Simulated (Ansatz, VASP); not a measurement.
**Two plane-wave programs on SrTiO3**

Contents of POSCAR:

```
SrTiO3
1.0
    3.9177112476      0.0000000000      0.0000000000
    0.0000000000      3.9177112476      0.0000000000
    0.1175313374      0.0000000000      3.9177112476
Sr Ti O
1 1 3
Direct
    0.0000000000      0.0000000000      0.0000000000
    0.5000000000      0.5000000000      0.5000000000
    0.5000000000      0.0000000000      0.5000000000
    0.5000000000      0.5000000000      0.0000000000
    0.0000000000      0.5000000000      0.5000000000
```

File INCAR.step1:

```
SYSTEM = SrTiO3
ALGO = Normal ; EDIFF = 1E-4
ENCUT = 520 ; GGA = PE
ISMEAR = 0 ; LASPH = .TRUE.
LCHARG = .FALSE. ; LDAU = .TRUE.
LDAUJ = 0 0 0 ; LDAUL = -1 2 -1
LDAUTYPE = 2 ; LDAUU = 0 4 0
LMAXMIX = 4 ; LREAL = .FALSE.
LWAVE = .TRUE. ; NBANDS = 28
NELM = 150 ; PREC = Accurate
SIGMA = 0.02
```

The input INCAR.step2:

```
SYSTEM = SrTiO3
ALGO = Normal ; EDIFF = 1E-6
ENCUT = 520 ; ISIF = 2
ISMEAR = 0 ; ISTART = 1
LASPH = .TRUE. ; LCHARG = .TRUE.
LDAU = .TRUE. ; LDAUJ = 0 0 0
LDAUL = -1 2 -1 ; LDAUPRINT = 1
LDAUTYPE = 2 ; LDAUU = 0 4 0
LELF = .TRUE. ; LMAXMIX = 4
LMIXTAU = .TRUE. ; LREAL = .FALSE.
LVHAR = .TRUE. ; LWAVE = .FALSE.
METAGGA = R2SCAN ; NBANDS = 28
NELM = 150 ; PREC = Accurate
SIGMA = 0.02
```

Contents of KPOINTS:

```
k-points
0
G
  6 6 6
  0 0 0
```

Input for Ansatz:

```yaml
crystal:
  lattice:
    - [3.9177112476, 0.0, 0.0]
    - [0.0, 3.9177112476, 0.0]
    - [0.1175313374, 0.0, 3.9177112476]
  atoms:
    - { symbol: Sr, position: [0.0, 0.0, 0.0] }
    - { symbol: Ti, position: [0.5, 0.5, 0.5] }
    - { symbol: O, position: [0.5, 0.0, 0.5] }
    - { symbol: O, position: [0.5, 0.5, 0.0] }
    - { symbol: O, position: [0.0, 0.5, 0.5] }
basis:
  ecutwfc: 500
kpoints:
  mp_grid: { grid: [6, 6, 6] }
  band_path: { path: [VBM, CBM], npoints: 2 }
hamiltonian:
  xc: r2scan
  hubbard: { sites: [{ species: Ti, l: d, u_eff: 4.0 }] }
scf:
  occupations: { method: gaussian, width: 0.02 }
output:
  forces: true
  stress: true
  eigenvalues: true
checkpoint:
  read: start.run
  write: ck
  compress: false
  write_wavefunctions: false
  write_every: 100000
```

Alike in both runs: task single point; functional r2SCAN; k mesh 6 × 6 × 6; occupations gaussian, width 0.02 eV; no spin polarisation; Hubbard terms Ti d U = 4.0 eV.

```csv
,VASP,Ansatz
version,VASP 6.6.1,Ansatz 0.2.0
potentials or method,"VASP PAW PBE potentials, release 64 (Sr_sv, Ti_sv, O), cutoff 520 eV","scalar-relativistic, plane waves, PAW"
valence electrons in the cell,40,40
```

|  | VASP | Ansatz | Ansatz less VASP |
| --- | --- | --- | --- |
| gap on the k mesh at the Fermi level (eV) | 2.75 | 2.71 | -0.043 |
| least direct gap on the mesh (eV) | 3.13 | 3.07 | -0.057 |
| pressure (GPa) | 3.2 | 0.1 | -3.13 |
| traceless stress, the component that is largest in VASP (GPa) | -3.65 | -3.66 | -0.011 |

VASP's potentials were made for PBE, not for r2SCAN. The programs project onto different local orbitals, so the same U acts differently, and such runs can settle in different states.
